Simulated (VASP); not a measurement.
Runs of VASP 6.6.1 on C. The structure is that of space group R-3m (No. 166), or close to it. The cells are those of the table. 

| cell | gap on the mesh (eV) | pressure (GPa) | largest force (eV/Å) |
| --- | --- | --- | --- |
| a = 3.520 Å, angles 40.8°, 2 atoms | 0.95 | -3.6 | 0.84 |
| a = 4.102 Å, angles 34.8°, 2 atoms | 0.33 | -3.7 | 1.07 |
| a = 4.043 Å, angles 35.4°, 2 atoms | 0.37 | -3.7 | 1.05 |
| a = 3.984 Å, angles 35.9°, 2 atoms | 0.41 | -3.8 | 1.03 |
| a = 3.867 Å, angles 37.0°, 2 atoms | 0.51 | -3.9 | 0.99 |
| a = 3.751 Å, angles 38.2°, 2 atoms | 0.63 | -3.9 | 0.94 |
| a = 3.292 Å, angles 43.8°, 2 atoms | (b) | -2.1 | (a) |
| a = 3.405 Å, angles 42.3°, 2 atoms | 1.11 | -3.0 | 0.78 |
| a = 3.179 Å, angles 45.5°, 2 atoms | 0.95 | -0.6 | 0.61 |

Alike in all rows: task single point; level LDA; potentials or basis VASP PAW LDA potentials, release 64 (C); no spin polarisation; k mesh 12 × 12 × 12; cutoff (eV) 600; smearing gaussian 0.05 eV.

Problem. Estimate the missing entries.

Solution. (a) 0.71; (b) 1.08.

Caveats: forces of over 1 eV/Å act on the atoms, so gaps and moduli don't describe the material at rest (some runs).

A k mesh can miss the band edges.
